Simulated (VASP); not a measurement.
Here is a VASP 6.6.1 calculation.

INCAR

```
SYSTEM = La3O2
PREC = Accurate ; ENCUT = 520
EDIFF = 1E-7 ; ISMEAR = 0
SIGMA = 0.1 ; LREAL = .FALSE.
LASPH = .TRUE. ; NELM = 60
ALGO = Normal ; ISIF = 2
LWAVE = .FALSE. ; LCHARG = .FALSE.
GGA = PE ; NBANDS = 30
```

The input KPOINTS:

```
regular mesh
0
G
  12 12 4
  0 0 0
```

POSCAR

```
La3O2
1.0
    3.6889537733      0.0000000000      0.0000000000
   -1.8444768867      3.1947276811      0.0000000000
    0.0000000000      0.0000000000      9.4558838022
La O
3 2
Direct
    0.3333333333      0.6666666667      0.1857323246
    0.0000000000      0.0000000000      0.5000000000
    0.6666666667      0.3333333333      0.8142676754
    0.6666666667      0.3333333333      0.3545841628
    0.3333333333      0.6666666667      0.6454158372
```

Potentials or basis: VASP PAW PBE potentials, release 64 (La, O).

Command:

```console
$ cat potpaw_PBE.64/La/POTCAR potpaw_PBE.64/O/POTCAR > POTCAR
$ mpirun -np 1 vasp_std > vasp.out
```

Question: Estimate the pressure.

Answer: -0.1 GPa.

Question: Predict the largest force.

Answer: 0.006 eV/Å.

Forces on the atoms (eV/Å):
```
La   0.000  0.000 -0.001
La   0.000  0.000  0.000
La   0.000  0.000  0.001
O    0.000  0.000  0.006
O    0.000  0.000 -0.006
```

Caveat: an odd number of electrons without spin polarisation forces a metal; a magnetic or distorted state may lie lower.
